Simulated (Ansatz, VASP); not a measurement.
**One calculation of GePbSe2, two programs**

```
Ge Se Pb
1.0
     4.19498    0.00000    0.00000
     0.00000    4.19498    0.00000
     0.00000    0.00000    5.94538
Ge Se Pb
1 2 1
Direct
  0.00000 0.00000 0.00000
  0.00000 0.00000 0.50000
  0.50000 0.50000 0.00000
  0.50000 0.50000 0.50000
```

Alike in both runs: task single point; functional HSE06; k mesh 4 × 4 × 2; occupations fermi-dirac, width 0.02 eV; no spin polarisation.

```csv
,VASP,Ansatz
version,VASP 6.6.1,Ansatz 0.2.0
potentials or method,"VASP PAW PBE potentials, release 64 (Ge_d, Se, Pb_d)","plane waves, PAW"
plane-wave cutoff (eV),520,420
valence electrons in the cell,40,60
```

```csv
,VASP,Ansatz,Ansatz less VASP
pressure (GPa),0.4,0.5,+0.05
```

VASP's potentials hold 40 valence electrons a cell and Ansatz's 60, so a difference there can come from the potentials and not from the codes. Ansatz's warnings: stress exchange threshold loose, stress scf threshold loose.

The k mesh is coarse, so the values compare programs but aren't converged. Spin-orbit coupling is off throughout.
